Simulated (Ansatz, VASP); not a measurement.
# FeBr4 in VASP and in Ansatz

```
Fe Br
1.0
     0.00000    5.11767    5.11767
     5.11767    0.00000    5.11767
     5.11767    5.11767    0.00000
Fe Br
1 4
Direct
  0.25000 0.25000 0.25000
  0.12180 0.63460 0.12180
  0.12180 0.12180 0.12180
  0.63460 0.12180 0.12180
  0.12180 0.12180 0.63460
```

Alike in both runs: functional PBE; k mesh 6 × 6 × 6; occupations gaussian, width 0.1 eV; collinear spin.

Ansatz relaxed the structure, and its values are those at the end. VASP's run is a single point on that final structure, the one shown.

|  | VASP | Ansatz |
| --- | --- | --- |
| version | VASP 6.6.1 | Ansatz 0.2.0 |
| potentials or method | VASP PAW PBE potentials, release 64 (Fe, Br), cutoff 520 eV | scalar-relativistic, plane waves, PAW |
| valence electrons in the cell | 36 | 44 |

```csv
,VASP,Ansatz,Ansatz less VASP
gap on the k mesh at the Fermi level (eV),none,none,-
pressure (GPa),0.5,0.5,+0.01
rms of the force components (eV/Å),0.004,0.000,-0.0041
net moment per atom (μB),0.80,0.80,0.000
size of the moment on the site where the two differ most (μB),3.11,3.04,-0.068
```

Site moments also hang on the region over which each program counts them. A gap of «none» marks a metal or a gap that the smearing closes. VASP's potentials hold 36 valence electrons a cell and Ansatz's 44, so a difference there can come from the potentials and not from the codes. Ansatz's warnings: stress scf threshold loose.
